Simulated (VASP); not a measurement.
Set up this calculation in VASP 6.6.1, as the native input.

* Task: relaxation of cell and atoms
* Functional: PBE
* Potentials or basis: VASP PAW PBE potentials, release 64 (Rb_sv, Er_3, P), 4f in core
* Cutoff: 500 eV
* k mesh: 8 × 8 × 8
* Occupations: gaussian, width 0.1 eV
* Spin: no spin polarisation
* Dipole correction: no
* Further INCAR settings: ALGO = Normal; EDIFF = 1e-07; IBRION = 2; EDIFFG = -0.01; NSW = 100; ISIF = 3

The structure of Rb4ErP lies in POSCAR:

```
Rb4ErP
1.0
    0.0000000000      4.9877359100      4.9877359100
    4.9877359100      0.0000000000      4.9877359100
    4.9877359100      4.9877359100      0.0000000000
Rb Er P
4 1 1
Direct
    0.8751148600      0.3746554300      0.8751148600
    0.8751148600      0.8751148600      0.8751148600
    0.3746554300      0.8751148600      0.8751148600
    0.8751148600      0.8751148600      0.3746554300
    0.2500000000      0.2500000000      0.2500000000
    0.5000000000      0.5000000000      0.5000000000
```

The cell was generated, and may not be a known phase.

These files were run (other wordings do the same):

INCAR

```
  PREC = Accurate
  ENCUT = 500
  EDIFF = 1E-7
  ISMEAR = 0
  SIGMA = 0.1
  LREAL = F
  LASPH = T
  NELM = 200
  ALGO = Normal
  ISIF = 3
  LWAVE = F
  LCHARG = F
  GGA = PE
  IBRION = 2
  NSW = 100
  EDIFFG = -0.01
  GGA_COMPAT = F
  NELMIN = 4
  LMAXMIX = 6
```

KPOINTS

```
Automatic mesh
0
Gamma
  8 8 8
```

Potentials or basis: VASP PAW PBE potentials, release 64 (Rb_sv, Er_3, P), 4f in core.

The run is started by

```console
$ cat potpaw_PBE.64/Rb_sv/POTCAR potpaw_PBE.64/Er_3/POTCAR potpaw_PBE.64/P/POTCAR > POTCAR
$ mpirun -np 1 vasp_std > vasp.out
```

It gave:

| Quantity | Value |
| --- | --- |
| Relaxed volume | 48.55 Å³/atom |
| Relaxed cell | a = 7.441 Å, b = 7.441 Å, c = 7.441 Å, α = 60.00°, β = 60.00°, γ = 60.00° |
| Space group after relaxing (to 0.1 Å) | F-43m (No. 216) |
| Energy gained by relaxing | 40.6 meV/atom |
| Ionic steps | 7 |
| Pressure after relaxing | 0.0 GPa |
| Band gap on the k mesh | zero (bands 25 and 26 overlap by 0.05 eV) |

Caveat: the volume moved by over 15 % at a fixed basis, so the end points are rough; spin-orbit coupling is left out, which moves the levels of the heavy elements; the 4f electrons are frozen in the core, so they carry no moment and show no levels.

It took 19 min on 1 thread of AMD EPYC 9R45 96-Core Processor (Zen 5) (shared host), peak memory 0.52 GiB.
